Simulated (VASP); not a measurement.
Crystal: ZnS.

```
CELL_PARAMETERS angstrom
0.00000 2.71989 2.71989
2.71989 0.00000 2.71989
2.71989 2.71989 0.00000
ATOMIC_POSITIONS crystal
Zn 0.75000 0.75000 0.75000
S 0.00000 0.00000 0.00000
```

Program: VASP 6.6.1. Alike in all runs: task single point; no spin polarisation; cell as given; k mesh 9 × 9 × 9; cutoff (eV) 520; smearing fermi-dirac 0.05 eV.

Order these runs on this cell by their pressure, lowest first.
A. level LDA; potentials or basis VASP PAW LDA potentials, release 64 (Zn, S)
B. level BLYP; potentials or basis VASP PAW PBE potentials, release 64 (Zn, S)
C. level revPBE; potentials or basis VASP PAW PBE potentials, release 64 (Zn, S)
D. level BLYP+D3(BJ); potentials or basis VASP PAW PBE potentials, release 64 (Zn, S)

A (-5.6 GPa), D (-2.1 GPa), C (2.1 GPa), B (3.9 GPa).

Caveats: the PAW data sets were made with another functional, which shifts forces and pressure a little (some runs).
